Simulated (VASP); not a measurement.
# TiO2 (Pmma) in VASP: notebook

Runs on TiO2. Level: PBEsol. Tasks: single point.

Everything below comes from runs of VASP 6.6.1. Logs are shortened: lines on timing, memory, paths and dates and some standing lists are left out, and cuts for length are marked.

### Step 1. The cell of the first run

It takes space group Pmma (No. 51, orthorhombic). Conventional cell: a = 3.771 Å, b = 3.771 Å, c = 9.246 Å, α = 90.00°, β = 90.00°, γ = 90.00°. Within 2.2 Å of Ti (site symmetry mm2) lie 6 O at 1.68 to 1.98 Å. Ti (site symmetry mm2) has 6 O at 1.93 to 1.98 Å within 2.6 Å. Within 2.6 Å of O (site symmetry mm2) lie 3 Ti at 1.93 to 1.98 Å and 2 O at 2.46 Å. Within 2.3 Å of O (site symmetry mm2) lie 3 Ti at 1.68 to 1.93 Å and 2 O at 2.28 Å. O (site symmetry mm2) has 3 Ti at 1.93 to 1.98 Å and 2 O at 2.46 Å within 2.6 Å. O (site symmetry mm2) has 3 Ti at 1.93 to 1.98 Å and 2 O at 2.46 Å within 2.6 Å.

### Step 2. Single point, PBEsol (the distance across one plane changed)

Contents of INCAR:

```
PREC = Accurate
ENCUT = 520
EDIFF = 1E-6
ISMEAR = 0
SIGMA = 0.05
LREAL = False
LASPH = True
NELM = 80
ALGO = Normal
ISIF = 2
LWAVE = False
LCHARG = False
GGA = PS
NBANDS = 60
```

Contents of KPOINTS:

```
Automatic mesh
0
Gamma
  7 7 3
```

Contents of POSCAR:

```
TiO2
1.0
   -3.7706690430      0.0000000000      0.0000000000
    0.0000000000     -3.7706690430      0.0000000000
    0.0000000000      0.0000000000      9.2463353711
Ti O
4 8
Direct
    0.0000000000      0.0000000000      0.9033896257
    0.5000000000      0.5000000000      0.3871669824
    0.5000000000      0.0000000000      0.6452783040
    0.0000000000      0.5000000000      0.1290556608
    0.5000000000      0.5000000000      0.6015229284
    1.0000000000      1.0000000000      0.0853002851
    0.5000000000      0.0000000000      0.8596342500
    1.0000000000      0.5000000000      0.3434116068
    0.5000000000      0.0000000000      0.4309223581
    0.0000000000      0.5000000000      0.9471450013
    0.0000000000      0.0000000000      0.6890336797
    0.5000000000      0.5000000000      0.1728110365
```

Potentials or basis: VASP PAW PBE potentials, release 64 (Ti_sv, O).

Run with:

```console
$ cat potpaw_PBE.64/Ti_sv/POTCAR potpaw_PBE.64/O/POTCAR > POTCAR
$ mpirun -np 1 vasp_std > vasp.out
```

OUTCAR:

```text
PREC = Accurate
   ENCUT = 520
   EDIFF = 1E-6
   ISMEAR = 0
   LREAL = False
   LASPH = True
   NELM = 80
   ISIF = 2
   GGA = PS

 ion  position               nearest neighbor table
   1  0.000  0.000  0.903-   6 1.68  10 1.93  10 1.93   7 1.93   7 1.93  11 1.98   4 2.81   4 2.81

   2  0.500  0.500  0.387-   8 1.93   8 1.93   9 1.93   9 1.93  12 1.98   5 1.98
   3  0.500  0.000  0.645-   5 1.93   5 1.93  11 1.93  11 1.93   9 1.98   7 1.98
   4  0.000  0.500  0.129-  10 1.68   6 1.93  12 1.93   6 1.93  12 1.93   8 1.98   1 2.81   1 2.81

   5  0.500  0.500  0.602-   3 1.93   3 1.93   2 1.98
   6  0.000  0.000  0.085-   1 1.68   4 1.93   4 1.93
   7  0.500  0.000  0.860-   1 1.93   1 1.93   3 1.98
   8  0.000  0.500  0.343-   2 1.93   2 1.93   4 1.98
   9  0.500  0.000  0.431-   2 1.93   2 1.93   3 1.98
  10  0.000  0.500  0.947-   4 1.68   1 1.93   1 1.93
  11  0.000  0.000  0.689-   3 1.93   3 1.93   1 1.98
  12  0.500  0.500  0.173-   4 1.93   4 1.93   2 1.98

  LATTYP: Found a simple tetragonal cell.
 ALAT       =     3.7706690430
 C/A-ratio  =     2.4521736768

  Lattice vectors:

 A1 = (  -3.7706690430,   0.0000000000,   0.0000000000)
 A2 = (   0.0000000000,  -3.7706690430,   0.0000000000)
 A3 = (   0.0000000000,   0.0000000000,   9.2463353711)

Analysis of symmetry for initial positions (statically):
=====================================================================
 Subroutine PRICEL returns:
 Original cell was already a primitive cell.

 Routine SETGRP: Setting up the symmetry group for a
 simple tetragonal supercell.

 Subroutine GETGRP returns: Found  8 space group operations
 (whereof  4 operations were pure point group operations)
 out of a pool of 16 trial point group operations.

The static configuration has the point symmetry C_2v.
 The point group associated with its full space group is D_2h.

Analysis of symmetry for dynamics (positions and initial velocities):
=====================================================================
 Subroutine PRICEL returns:
 Original cell was already a primitive cell.

 Routine SETGRP: Setting up the symmetry group for a
 simple tetragonal supercell.

 Subroutine GETGRP returns: Found  8 space group operations
 (whereof  4 operations were pure point group operations)
 out of a pool of 16 trial point group operations.

The dynamic configuration has the point symmetry C_2v.
 The point group associated with its full space group is D_2h.

 Subroutine INISYM returns: Found  8 space group operations
 (whereof  4 operations are pure point group operations),
 and found     1 'primitive' translations

----------------------------------------------------------------------------------------

                                     Primitive cell

  volume of cell :     131.4639

  direct lattice vectors                    reciprocal lattice vectors
    -3.770669043  0.000000000  0.000000000    -0.265204925  0.000000000  0.000000000
     0.000000000 -3.770669043  0.000000000     0.000000000 -0.265204925  0.000000000
     0.000000000  0.000000000  9.246335371     0.000000000  0.000000000  0.108150955

  length of vectors
     3.770669043  3.770669043  9.246335371     0.265204925  0.265204925  0.108150955

  position of ions in fractional coordinates (direct lattice)
     0.000000000  0.000000000  0.903389626
     0.500000000  0.500000000  0.387166982
     0.500000000  0.000000000  0.645278304
     0.000000000  0.500000000  0.129055661
     0.500000000  0.500000000  0.601522928
     0.000000000  0.000000000  0.085300285
     0.500000000  0.000000000  0.859634250
     0.000000000  0.500000000  0.343411607
     0.500000000  0.000000000  0.430922358
     0.000000000  0.500000000  0.947145001
     0.000000000  0.000000000  0.689033680
     0.500000000  0.500000000  0.172811037

  ion indices of the primitive-cell ions
   primitive index   ion index
                 1           1
                 2           2
                 3           3
                 4           4
                 5           5
                 6           6
                 7           7
                 8           8
                 9           9
                10          10
                11          11
                12          12

----------------------------------------------------------------------------------------

 KPOINTS: Automatic mesh

Automatic generation of k-mesh.
 Grid dimensions read from file:
 generate k-points for:    7    7    3

 Generating k-lattice:

  Cartesian coordinates                     Fractional coordinates (reciprocal lattice)
    -0.037886418  0.000000000  0.000000000     0.142857143  0.000000000  0.000000000
     0.000000000 -0.037886418  0.000000000     0.000000000  0.142857143  0.000000000
     0.000000000  0.000000000  0.036050318     0.000000000  0.000000000  0.333333333

  Length of vectors
     0.037886418  0.037886418  0.036050318

  Shift w.r.t. Gamma in fractional coordinates (k-lattice)
     0.000000000  0.000000000  0.000000000

 Subroutine IBZKPT returns following result:
 ===========================================

 Found     32 irreducible k-points:

 Following reciprocal coordinates:
            Coordinates               Weight
  0.000000  0.000000  0.000000      1.000000
  0.142857  0.000000  0.000000      2.000000
  0.000000  0.142857  0.000000      2.000000
  0.285714  0.000000  0.000000      2.000000
  0.000000  0.285714  0.000000      2.000000
  0.428571  0.000000  0.000000      2.000000
[... 16 lines left out ...]
  0.000000  0.428571  0.333333      4.000000
  0.142857  0.142857  0.333333      8.000000
 [... further k-points ...]
   k-points           NKPTS =     32   k-points in BZ     NKDIM =     32   number of bands    NBANDS=     60
   number of dos      NEDOS =    301   number of ions     NIONS =     12
   total plane-waves  NPLWV =  54880
   dimension x,y,z NGX =    28 NGY =   28 NGZ =   70
   dimension x,y,z NGXF=    56 NGYF=   56 NGZF=  140
   ions per type =               4   8
   NGX,Y,Z   is equivalent  to a cutoff of  12.34, 12.34, 12.59 a.u.
   NGXF,Y,Z  is equivalent  to a cutoff of  24.69, 24.69, 25.17 a.u.
 SYSTEM =  unknown system
   PREC   = accura    normal or accurate (medium, high low for compatibility)
   ISTART =      0    job   : 0-new  1-cont  2-samecut
   ICHARG =      2    charge: 1-file 2-atom 10-const
   ISPIN  =      1    spin polarized calculation?
   LNONCOLLINEAR =      F non collinear calculations
   LSORBIT =      F    spin-orbit coupling
   LASPH  =      T    aspherical Exc in radial PAW
   ENCUT  =  520.0 eV  38.22 Ry    6.18 a.u.   7.01  7.01 17.19*2*pi/ulx,y,z
   NELM   =     80;   NELMIN=  2; NELMDL= -5     # of ELM steps
   EDIFF  = 0.1E-05   stopping-criterion for ELM
   LREAL  =      F    real-space projection
   EDIFFG = 0.1E-04   stopping-criterion for IOM
   NSW    =      0    number of steps for IOM
   IBRION =     -1    ionic relax: 0-MD 1-quasi-New 2-CG
   NFREE  =      0    steps in history (QN), initial steepest desc. (CG)
   ISIF   =      2    stress and relaxation
   ISYM   =      2    0-nonsym 1-usesym 2-fastsym
   POTIM  = 0.5000    time-step for ionic-motion
   TEBEG  =    0.0;   TEEND  =   0.0 temperature during run
   PSTRESS=    0.0 pullay stress
   NELECT =      96.0000    total number of electrons
   NUPDOWN=      -1.0000    fix difference up-down
   EMIN   =  10.00;   EMAX   =-10.00  energy-range for DOS
   EFERMI =   0.00;   METHOD = LEGACY
   ISMEAR =     0;   SIGMA  =   0.05  broadening in eV -4-tet -1-fermi 0-gaus
   EFERMI_NEDOS =   21; number of points for ismear=-14 and -15
   IALGO  =     38    algorithm
   IMIX   =      4    mixing-type and parameters
     AMIX     =   0.40;   BMIX     =  1.00
     AMIX_MAG =   1.60;   BMIX_MAG =  1.00
  volume/ion in A,a.u.               =      10.96        73.93
  Fermi-wavevector in a.u.,A,eV,Ry     =   1.474223  2.785877 29.569983  2.173332
  Thomas-Fermi vector in A             =   2.589020
   LORBIT       =      0    0 simple, 1 ext, 2 COOP (PROOUT), +10 PAW based schemes
   GGA     = PS    functional components
   LHFCALC =     F    Hartree Fock is set to
   AEXX    =    0.0000 exact exchange contribution
   IVDW    =     0    specifies the selected vdW correction
   LEPSILON=     F    determine dielectric tensor
   LRPA    =     F    only Hartree local field effects (RPA)
 non-spin polarized calculation
 Gauss-broadening in eV      SIGMA  =   0.05
  energy-cutoff  :      520.00
  volume of cell :      131.46
 maximum number of plane-waves:      3559
   NGX = 15   NGY = 15   NGZ = 35

 number of electron      95.9999960 magnetization

 Free energy of the ion-electron system (eV)
  ---------------------------------------------------
  ext. energy  EPLUGINS =         0.00000000
  ---------------------------------------------------
  free energy    TOTEN  =      -111.01809005 eV

  energy without entropy =     -111.01809005  energy(sigma->0) =     -111.01809005

 E-fermi :   3.9920     XC(G=0): -11.1776

 val. band max:        3.7596430657   @ k =   0.4286   0.4286   0.0000
 cond. band min:       5.6016525413   @ k =   0.0000   0.0000   0.0000
 fundamental gap:      1.8420094756
 Fermi energy:         3.9919535903

 k-point     1 :       0.0000    0.0000    0.0000
  band No.  band energies     occupation
      1     -52.3659      2.00000
      2     -52.2947      2.00000
      3     -52.2834      2.00000
      4     -52.2523      2.00000
      5     -29.3216      2.00000
      6     -28.8938      2.00000
[... 52 lines left out ...]
     59       8.1804      0.00000
     60       8.4671      0.00000

 k-point     2 :       0.1429    0.0000    0.0000
  band No.  band energies     occupation
      1     -52.3648      2.00000
      2     -52.2948      2.00000
      3     -52.2814      2.00000
      4     -52.2534      2.00000
      5     -29.3205      2.00000
      6     -28.8936      2.00000
[... 1383 lines left out ...]
      4     -52.2604      2.00000
      5     -29.3201      2.00000
      6     -29.0316      2.00000
[... 52 lines left out ...]
     59       7.9018      0.00000
     60       8.0224      0.00000

 [... further k-points ...]

------------------------ aborting loop because EDIFF is reached ----------------------------------------

  FORCE on cell =-STRESS in cart. coord.  units (eV):
  Direction    XX          YY          ZZ          XY          YZ          ZX
  --------------------------------------------------------------------------------------
  -------------------------------------------------------------------------------------
  Total        0.6667481     10.0630704     24.7514081      0.0000000      0.0000000      0.0000000
  in kB        8.1257956    122.6407003    301.6504797      0.0000000      0.0000000      0.0000000
  external PRESSURE =     144.1389919 kB  Pullay stress =       0.0000000 kB

 VOLUME and BASIS-vectors are now :
 -----------------------------------------------------------------------------
  energy-cutoff  :      520.00
  volume of cell :      131.46
      direct lattice vectors                 reciprocal lattice vectors
    -3.770669043  0.000000000  0.000000000    -0.265204925  0.000000000  0.000000000
     0.000000000 -3.770669043  0.000000000     0.000000000 -0.265204925  0.000000000
     0.000000000  0.000000000  9.246335371     0.000000000  0.000000000  0.108150955

 POSITION                                       TOTAL-FORCE (eV/Angst)
 -----------------------------------------------------------------------------------
      0.00000      0.00000      8.35304         0.000000      0.000000     -5.402397
     -1.88533     -1.88533      3.57988         0.000000      0.000000      0.238510
     -1.88533      0.00000      5.96646         0.000000      0.000000     -0.238510
      0.00000     -1.88533      1.19329         0.000000      0.000000      5.402397
     -1.88533     -1.88533      5.56188         0.000000      0.000000      0.105799
      0.00000      0.00000      0.78872         0.000000      0.000000      6.053231
     -1.88533      0.00000      7.94847         0.000000      0.000000      0.157378
      0.00000     -1.88533      3.17530         0.000000      0.000000      0.681155
     -1.88533      0.00000      3.98445         0.000000      0.000000     -0.105799
      0.00000     -1.88533      8.75762         0.000000      0.000000     -6.053231
      0.00000      0.00000      6.37104         0.000000      0.000000     -0.681155
     -1.88533     -1.88533      1.59787         0.000000      0.000000     -0.157378
 -----------------------------------------------------------------------------------
    total drift:                               -0.000000     -0.000000     -0.000119

  FREE ENERGIE OF THE ION-ELECTRON SYSTEM (eV)
  ---------------------------------------------------
  free  energy   TOTEN  =      -111.0180900507 eV

  energy  without entropy=     -111.0180900507  energy(sigma->0) =     -111.01809005
```

Run time: 3.6 min. Hardware: 1 thread of Intel Xeon Platinum 8488C (Sapphire Rapids), shared host; peak memory 0.32 GiB.

Results:

| Item | Value |
| --- | --- |
| Free energy | -111.0181 eV |
| Pressure | 14.4 GPa |
| Largest force | 6.053 eV/Å |
| Band gap on the k mesh | 1.84 eV (least direct gap 2.02 eV) |

Forces on the atoms (eV/Å):
```
Ti   0.000  0.000 -5.402
Ti   0.000  0.000  0.239
Ti   0.000  0.000 -0.239
Ti   0.000  0.000  5.402
O    0.000  0.000  0.106
O    0.000  0.000  6.053
O    0.000  0.000  0.157
O    0.000  0.000  0.681
O    0.000  0.000 -0.106
O    0.000  0.000 -6.053
O    0.000  0.000 -0.681
O    0.000  0.000 -0.157
```

Caveat: the cell differs from its parent crystal (the distance across one plane changed); the stress differs along the axes, from 1 to 30 GPa; the PAW data sets were made with another functional, which shifts forces and pressure a little. A k mesh can miss the band edges.

[end of part 1 of 2]
